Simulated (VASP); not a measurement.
# MnS in VASP: a series of runs

The runs below take MnS through single point, with PBE.

Everything below comes from runs of VASP 6.6.1. Logs are shortened: lines on timing, memory, paths and dates and some standing lists are left out, and cuts for length are marked.

**1. The cell of the first run**

Symmetry: Fm-3m, No. 225, cubic system. Conventional cell: a = 5.209 Å, b = 5.209 Å, c = 5.209 Å, α = 90.00°, β = 90.00°, γ = 90.00°. Within 3.4 Å of Mn (site symmetry m-3m) lie 6 S at 2.60 Å. S (site symmetry m-3m) has 6 Mn at 2.60 Å within 3.4 Å.

**2. Single point, PBE, collinear spin, ferromagnetic start**

INCAR reads:

```
  ALGO = Normal
  EDIFF = 1E-6
  ENCUT = 520
  GGA = PE
  ISIF = 2
  ISMEAR = -1
  ISPIN = 2
  LASPH = T
  LCHARG = F
  LMAXMIX = 4
  LORBIT = 11
  LREAL = F
  LWAVE = F
  MAGMOM = 2.8 0
  NBANDS = 20
  NELM = 150
  PREC = Accurate
  SIGMA = 0.1
```

KPOINTS reads:

```
k-points
0
Gamma
  11 11 11
```

POSCAR reads:

```
MnS
1.0
    0.0000000000      2.6045000000      2.6045000000
    2.6045000000      0.0000000000      2.6045000000
    2.6045000000      2.6045000000      0.0000000000
Mn S
1 1
Direct
    0.0000000000      0.0000000000      0.0000000000
    0.5000000000      0.5000000000      0.5000000000
```

Potentials or basis: VASP PAW PBE potentials, release 64 (Mn_pv, S).

On the command line:

```
$ cat potpaw_PBE.64/Mn_pv/POTCAR potpaw_PBE.64/S/POTCAR > POTCAR
$ mpirun -np 1 vasp_std > vasp.out
```

OUTCAR:

```text
EDIFF = 1E-6
   ENCUT = 520
   GGA = PE
   ISIF = 2
   ISMEAR = -1
   ISPIN = 2
   LASPH = T
   LORBIT = 11
   LREAL = F
   NELM = 150
   PREC = Accurate

 ion  position               nearest neighbor table
   1  0.000  0.000  0.000-   2 2.60   2 2.60   2 2.60   2 2.60   2 2.60   2 2.60
   2  0.500  0.500  0.500-   1 2.60   1 2.60   1 2.60   1 2.60   1 2.60   1 2.60

  LATTYP: Found a face centered cubic cell.
 ALAT       =     5.2090000000

  Lattice vectors:

 A1 = (   0.0000000000,   2.6045000000,   2.6045000000)
 A2 = (   2.6045000000,   0.0000000000,   2.6045000000)
 A3 = (   2.6045000000,   2.6045000000,   0.0000000000)

Analysis of symmetry for initial positions (statically):
=====================================================================
 Subroutine PRICEL returns:
 Original cell was already a primitive cell.

 Routine SETGRP: Setting up the symmetry group for a
 face centered cubic supercell.

 Subroutine GETGRP returns: Found 48 space group operations
 (whereof 48 operations were pure point group operations)
 out of a pool of 48 trial point group operations.

The static configuration has the point symmetry O_h .

Analysis of symmetry for dynamics (positions and initial velocities):
=====================================================================
 Subroutine PRICEL returns:
 Original cell was already a primitive cell.

 Routine SETGRP: Setting up the symmetry group for a
 face centered cubic supercell.

 Subroutine GETGRP returns: Found 48 space group operations
 (whereof 48 operations were pure point group operations)
 out of a pool of 48 trial point group operations.

The dynamic configuration has the point symmetry O_h .

Analysis of structural, dynamic, and magnetic symmetry:
=====================================================================
 Subroutine PRICEL returns:
 Original cell was already a primitive cell.

 Routine SETGRP: Setting up the symmetry group for a
 face centered cubic supercell.

 Subroutine GETGRP returns: Found 48 space group operations
 (whereof 48 operations were pure point group operations)
 out of a pool of 48 trial point group operations.

The overall configuration has the point symmetry O_h .

 Subroutine INISYM returns: Found 48 space group operations
 (whereof 48 operations are pure point group operations),
 and found     1 'primitive' translations

----------------------------------------------------------------------------------------

                                     Primitive cell

  volume of cell :      35.3348

  direct lattice vectors                    reciprocal lattice vectors
     0.000000000  2.604500000  2.604500000    -0.191975427  0.191975427  0.191975427
     2.604500000  0.000000000  2.604500000     0.191975427 -0.191975427  0.191975427
     2.604500000  2.604500000  0.000000000     0.191975427  0.191975427 -0.191975427

  length of vectors
     3.683319223  3.683319223  3.683319223     0.332511194  0.332511194  0.332511194

  position of ions in fractional coordinates (direct lattice)
     0.000000000  0.000000000  0.000000000
     0.500000000  0.500000000  0.500000000

  ion indices of the primitive-cell ions
   primitive index   ion index
                 1           1
                 2           2

----------------------------------------------------------------------------------------

 KPOINTS: k-points

Automatic generation of k-mesh.
 Grid dimensions read from file:
 generate k-points for:   11   11   11

 Generating k-lattice:

  Cartesian coordinates                     Fractional coordinates (reciprocal lattice)
    -0.017452312  0.017452312  0.017452312     0.090909091  0.000000000  0.000000000
     0.017452312 -0.017452312  0.017452312     0.000000000  0.090909091  0.000000000
     0.017452312  0.017452312 -0.017452312     0.000000000  0.000000000  0.090909091

  Length of vectors
     0.030228290  0.030228290  0.030228290

  Shift w.r.t. Gamma in fractional coordinates (k-lattice)
     0.000000000  0.000000000  0.000000000

 Subroutine IBZKPT returns following result:
 ===========================================

 Found     56 irreducible k-points:

 Following reciprocal coordinates:
            Coordinates               Weight
  0.000000  0.000000  0.000000      1.000000
  0.090909  0.000000  0.000000      8.000000
  0.181818  0.000000  0.000000      8.000000
  0.272727  0.000000  0.000000      8.000000
  0.363636  0.000000  0.000000      8.000000
  0.454545  0.000000  0.000000      8.000000
[... 16 lines left out ...]
 -0.272727  0.181818  0.000000     24.000000
 -0.181818  0.181818  0.000000     12.000000
 [... further k-points ...]
   k-points           NKPTS =     56   k-points in BZ     NKDIM =     56   number of bands    NBANDS=     20
   number of dos      NEDOS =    301   number of ions     NIONS =      2
   total plane-waves  NPLWV =  21952
   dimension x,y,z NGX =    28 NGY =   28 NGZ =   28
   dimension x,y,z NGXF=    56 NGYF=   56 NGZF=   56
   ions per type =               1   1
   NGX,Y,Z   is equivalent  to a cutoff of  12.64, 12.64, 12.64 a.u.
   NGXF,Y,Z  is equivalent  to a cutoff of  25.28, 25.28, 25.28 a.u.
 SYSTEM =  unknown system
   PREC   = accura    normal or accurate (medium, high low for compatibility)
   ISTART =      0    job   : 0-new  1-cont  2-samecut
   ICHARG =      2    charge: 1-file 2-atom 10-const
   ISPIN  =      2    spin polarized calculation?
   LNONCOLLINEAR =      F non collinear calculations
   LSORBIT =      F    spin-orbit coupling
   LASPH  =      T    aspherical Exc in radial PAW
   ENCUT  =  520.0 eV  38.22 Ry    6.18 a.u.   6.85  6.85  6.85*2*pi/ulx,y,z
   NELM   =    150;   NELMIN=  2; NELMDL= -5     # of ELM steps
   EDIFF  = 0.1E-05   stopping-criterion for ELM
   LREAL  =      F    real-space projection
   EDIFFG = 0.1E-04   stopping-criterion for IOM
   NSW    =      0    number of steps for IOM
   IBRION =     -1    ionic relax: 0-MD 1-quasi-New 2-CG
   NFREE  =      0    steps in history (QN), initial steepest desc. (CG)
   ISIF   =      2    stress and relaxation
   ISYM   =      2    0-nonsym 1-usesym 2-fastsym
   POTIM  = 0.5000    time-step for ionic-motion
   TEBEG  =    0.0;   TEEND  =   0.0 temperature during run
   PSTRESS=    0.0 pullay stress
   NELECT =      19.0000    total number of electrons
   NUPDOWN=      -1.0000    fix difference up-down
   EMIN   =  10.00;   EMAX   =-10.00  energy-range for DOS
   EFERMI =   0.00;   METHOD = LEGACY
   ISMEAR =    -1;   SIGMA  =   0.10  broadening in eV -4-tet -1-fermi 0-gaus
   EFERMI_NEDOS =   21; number of points for ismear=-14 and -15
   IALGO  =     38    algorithm
   IMIX   =      4    mixing-type and parameters
     AMIX     =   0.40;   BMIX     =  1.00
     AMIX_MAG =   1.60;   BMIX_MAG =  1.00
  volume/ion in A,a.u.               =      17.67       119.23
  Fermi-wavevector in a.u.,A,eV,Ry     =   1.331246  2.515690 24.112464  1.772216
  Thomas-Fermi vector in A             =   2.460272
   LORBIT       =     11    0 simple, 1 ext, 2 COOP (PROOUT), +10 PAW based schemes
   GGA     = PE    functional components
   LHFCALC =     F    Hartree Fock is set to
   AEXX    =    0.0000 exact exchange contribution
   IVDW    =     0    specifies the selected vdW correction
   LEPSILON=     F    determine dielectric tensor
   LRPA    =     F    only Hartree local field effects (RPA)
 spin polarized calculation
  energy-cutoff  :      520.00
  volume of cell :       35.33
 maximum number of plane-waves:       967
   NGX = 13   NGY = 13   NGZ = 13

 number of electron      18.9999989 magnetization       4.6839356

 Free energy of the ion-electron system (eV)
  ---------------------------------------------------
  ext. energy  EPLUGINS =         0.00000000
  ---------------------------------------------------
  free energy    TOTEN  =       -14.07865788 eV

  energy without entropy =      -14.04774842  energy(sigma->0) =      -14.06320315

 E-fermi :   6.6549     XC(G=0): -10.6429

 val. band max:        6.6513808462   @ k =   0.4545   0.0909   0.0000
 cond. band min:       6.6665878362   @ k =   0.3636   0.2727   0.0909
 fundamental gap:      0.0152069901
 Fermi energy:         6.6548703147

 spin component 1

 k-point     1 :       0.0000    0.0000    0.0000
  band No.  band energies     occupation
      1     -44.0415      1.00000
      2     -44.0415      1.00000
      3     -44.0415      1.00000
      4      -7.9417      1.00000
      5       3.2720      1.00000
      6       3.2720      1.00000
[... 12 lines left out ...]
     19      18.4190      0.00000
     20      18.8035      0.00000

 k-point     2 :       0.0909    0.0000    0.0000
  band No.  band energies     occupation
      1     -44.0422      1.00000
      2     -44.0416      1.00000
      3     -44.0416      1.00000
      4      -7.8581      1.00000
      5       3.0805      1.00000
      6       3.0996      1.00000
[... 498 lines left out ...]
 k-point    24 :      -0.1818    0.1818    0.0000
  band No.  band energies     occupation
      1     -44.0459      1.00000
      2     -44.0434      1.00000
      3     -44.0421      1.00000
      4      -7.1694      1.00000
      5       1.1473      1.00000
      6       2.0958      1.00000
[... 12 lines left out ...]
     19      20.1724      0.00000
     20      21.7546      0.00000

 [... further k-points ...]

 spin component 2

 k-point     1 :       0.0000    0.0000    0.0000
  band No.  band energies     occupation
      1     -39.5307      1.00000
      2     -39.5307      1.00000
      3     -39.5307      1.00000
      4      -7.6550      1.00000
      5       4.9725      1.00000
      6       4.9725      1.00000
[... 12 lines left out ...]
     19      19.4471      0.00000
     20      20.5029      0.00000

 k-point     2 :       0.0909    0.0000    0.0000
  band No.  band energies     occupation
      1     -39.5316      1.00000
      2     -39.5308      1.00000
      3     -39.5308      1.00000
      4      -7.5751      1.00000
      5       4.3464      1.00000
      6       4.7197      1.00000
[... 498 lines left out ...]
 k-point    24 :      -0.1818    0.1818    0.0000
  band No.  band energies     occupation
      1     -39.5367      1.00000
      2     -39.5333      1.00000
      3     -39.5315      1.00000
      4      -6.9189      1.00000
      5       1.9507      1.00000
      6       3.4206      1.00000
[... 12 lines left out ...]
     19      21.2612      0.00000
     20      22.9064      0.00000

 [... further k-points ...]
[... 5 lines left out ...]
  --------------------------------------------------------------------------------------
  -------------------------------------------------------------------------------------
  Total       -0.7004596     -0.7004596     -0.7004596      0.0000000      0.0000000      0.0000000
  in kB      -31.7607391    -31.7607391    -31.7607391      0.0000000      0.0000000      0.0000000
  external PRESSURE =     -31.7607391 kB  Pullay stress =       0.0000000 kB

 VOLUME and BASIS-vectors are now :
 -----------------------------------------------------------------------------
  energy-cutoff  :      520.00
  volume of cell :       35.33
      direct lattice vectors                 reciprocal lattice vectors
     0.000000000  2.604500000  2.604500000    -0.191975427  0.191975427  0.191975427
     2.604500000  0.000000000  2.604500000     0.191975427 -0.191975427  0.191975427
     2.604500000  2.604500000  0.000000000     0.191975427  0.191975427 -0.191975427

 POSITION                                       TOTAL-FORCE (eV/Angst)
 -----------------------------------------------------------------------------------
      0.00000      0.00000      0.00000         0.000000     -0.000000     -0.000000
      2.60450      2.60450      2.60450        -0.000000      0.000000      0.000000
 -----------------------------------------------------------------------------------
    total drift:                               -0.000000      0.000000      0.000000

  FREE ENERGIE OF THE ION-ELECTRON SYSTEM (eV)
  ---------------------------------------------------
  free  energy   TOTEN  =       -14.0786578770 eV

  energy  without entropy=      -14.0477484200  energy(sigma->0) =      -14.06320315

 total charge

# of ion       s       p       d       tot
------------------------------------------
    1        0.215   6.162   4.931  11.307
    2        1.327   2.399   0.000   3.726
--------------------------------------------------
tot          1.542   8.561   4.931  15.033

 magnetization (x)

# of ion       s       p       d       tot
------------------------------------------
    1        0.051   0.038   4.150   4.239
    2        0.026   0.075   0.000   0.101
--------------------------------------------------
tot          0.077   0.114   4.150   4.341
```

Wall time 44 s (1 thread of Intel Xeon 6975P-C (Granite Rapids), shared host); peak memory 0.2 GiB.

Results:

| Property | Result |
| --- | --- |
| Free energy | -14.0787 eV |
| Pressure | -3.2 GPa |
| Net moment | 4.68 μB per cell |
| Site moments | Mn +4.24; S +0.10 μB |
| Valence electrons inside the program's atomic spheres | Mn 11.31; S 3.73 |

Levels at points of the mesh, in eV from the Fermi level:
Spin up:
| k point | band 10 | band 11 | band 12 | band 13 | band 14 | band 15 |
| --- | --- | --- | --- | --- | --- | --- |
| (0.00, 0.00, 0.00) | -1.89 | -1.89 | -1.89 | 1.70 | 8.58 | 8.58 |
Spin down:
```csv
k point,band 4,band 5,band 6,band 7,band 8,band 9,band 10,band 11
"(0.00, 0.00, 0.00)",-14.31,-1.68,-1.68,-1.68,0.29,0.29,0.29,0.34
```

Caveat: a cell with one magnetic atom can't hold antiferromagnetic order, which such compounds often take; semilocal functionals often make such compounds metallic where correlation or magnetic order opens a gap, which also shifts bond lengths. With open d or f shells a metallic result of PBE can be an artefact of self-interaction; +U or a hybrid may open a gap.

**3. Single point, PBE, collinear spin, ferromagnetic start**

INCAR reads:

```
SYSTEM = MnS
  PREC = Accurate
  ENCUT = 520
  EDIFF = 1E-6
  ISMEAR = -1
  SIGMA = 0.1
  LREAL = .FALSE.
  LASPH = .TRUE.
  NELM = 150
  ALGO = Normal
  ISIF = 2
  LWAVE = .FALSE.
  LCHARG = .TRUE.
  ISPIN = 2
  MAGMOM = 2.8 0
  LORBIT = 11
  LMAXMIX = 4
  GGA = PE
  LELF = .TRUE.
  LVHAR = .TRUE.
  NBANDS = 20
```

KPOINTS reads:

```
regular mesh
0
G
  11 11 11
  0 0 0
```

Changes to POSCAR since step 2:

```diff
@@ -8,3 +8,3 @@
 Direct
-    0.0000000000      0.0000000000      0.0000000000
+    0.0038395085     -0.0038395085     -0.0038395085
     0.5000000000      0.5000000000      0.5000000000
```

Potentials or basis: VASP PAW PBE potentials, release 64 (Mn_pv, S).

On the command line:

```
$ cat potpaw_PBE.64/Mn_pv/POTCAR potpaw_PBE.64/S/POTCAR > POTCAR
$ mpirun -np 1 vasp_std > vasp.out
```

It took 98 s on 1 thread of Intel Xeon 6975P-C (Granite Rapids), shared host; peak memory 0.26 GiB.

The run converged. Its results:

```yaml
Free_energy: -14.0782 eV
Pressure: -3.2 GPa
Largest_force: 0.048 eV/Å
Net_moment: 4.68 μB per cell
Site_moments: Mn +4.24; S +0.10 μB
Valence_electrons_inside_the_program's_atomic_spheres: Mn 11.31; S 3.73
```

Forces in eV/Å, atoms in the order of the input:
```
Mn   0.048  0.000  0.000
S   -0.048  0.000  0.000
```

Levels at points of the mesh, in eV from the Fermi level:
Spin up:
```csv
k point,band 9,band 10,band 11,band 12,band 13,band 14,band 15,band 16
"(0.00, 0.00, 0.00)",-3.29,-1.89,-1.89,-1.89,1.70,8.58,8.58,8.58
```
Spin down:
| k point | band 3 | band 4 | band 5 | band 6 | band 7 | band 8 | band 9 | band 10 | band 11 | band 12 |
| --- | --- | --- | --- | --- | --- | --- | --- | --- | --- | --- |
| (0.00, 0.00, 0.00) | -46.19 | -14.31 | -1.69 | -1.68 | -1.68 | 0.29 | 0.29 | 0.29 | 0.34 | 0.34 |

Caveat: a cell with one magnetic atom can't hold antiferromagnetic order, which such compounds often take; semilocal functionals often make such compounds metallic where correlation or magnetic order opens a gap, which also shifts bond lengths. With open d or f shells a metallic result of PBE can be an artefact of self-interaction; +U or a hybrid may open a gap.

(Continued in part 2 of 2.)
